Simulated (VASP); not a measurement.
A run of VASP 6.6.1:

File POSCAR:

```
SnO2
1.0
    4.7598181121      0.0000000000      0.0000000000
    0.0000000000      4.7600576133      0.0000000000
    0.0000000000      0.0000000000      3.1527000968
Sn O
2 4
Direct
    0.5000000000      0.5000000000      0.5000000000
    0.0000000000      0.0000000000      0.0000000000
    0.3058623571      0.3059582263      0.0000000000
    0.8058623571      0.1940417737      0.5000000000
    0.1941376429      0.8059582263      0.5000000000
    0.6941376429      0.6940417737      0.0000000000
```

Contents of INCAR.step1:

```
PREC = Accurate
ENCUT = 520
ISMEAR = 0
SIGMA = 0.05
LREAL = False
LASPH = True
NELM = 80
NBANDS = 35
GGA = PE
ALGO = Normal
EDIFF = 1E-4
LWAVE = True
LCHARG = False
```

File INCAR.step2:

```
PREC = Accurate
ENCUT = 520
EDIFF = 1E-7
ISMEAR = 0
SIGMA = 0.05
LREAL = False
LASPH = True
NELM = 80
ALGO = Normal
ISIF = 2
LWAVE = False
LCHARG = False
METAGGA = R2SCAN
LMIXTAU = True
NBANDS = 35
ISTART = 1
```

KPOINTS

```
Automatic mesh
0
Gamma
  6 6 8
```

Potentials or basis: VASP PAW PBE potentials, release 64 (Sn_d, O).

Run with:

```sh
$ cat potpaw_PBE.64/Sn_d/POTCAR potpaw_PBE.64/O/POTCAR > POTCAR
$ cp INCAR.step1 INCAR
$ mpirun -np 1 vasp_std > vasp.out
$ cp INCAR.step2 INCAR
$ mpirun -np 1 vasp_std > vasp.out
```

Hardware: 1 thread of Oxide Virtual Turin-like Processor (shared host).

Task: How long does it take, and how much memory?

Result: Wall time 13 min on 1 thread of Oxide Virtual Turin-like Processor, with other jobs on the host, peak memory 0.25 GiB. Counts: k points 80.
